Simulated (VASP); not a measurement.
Runs of VASP 6.6.1 on Pd. The structure is that of space group Fm-3m (No. 225), or close to it. The cells are those of the table. 

| task | cell | gap on the mesh (eV) | pressure (GPa) |
| --- | --- | --- | --- |
| single point | a = 2.741 Å, angles 60.0°, 1 atom | none | -5.9 |
| electric field gradients | a = 2.737, b = 2.737, c = 2.751 Å, angles 59.8, 59.8, 60.3°, 1 atom | none | -5.9 |
| electric field gradients | a = 2.804 Å, angles 60.0°, 1 atom | none | -16.8 |
| single point | a = 2.737, b = 2.737, c = 2.751 Å, angles 59.8, 59.8, 60.3°, 1 atom | none | -5.9 |
| electric field gradients | a = 2.710, b = 2.710, c = 2.668 Å, angles 60.5, 60.5, 59.0°, 1 atom | none | (a) |

Alike in all rows: level LDA; potentials or basis VASP PAW LDA potentials, release 64 (Pd); no spin polarisation; k mesh 18 × 18 × 18; cutoff (eV) 520; smearing fermi-dirac 0.05 eV.

Fill in the values left out.

(a) 5.6.

A k mesh can miss the band edges, and the runs leave out spin-orbit coupling on Pd.

A gap of «none» marks levels without a gap at the run's occupations.
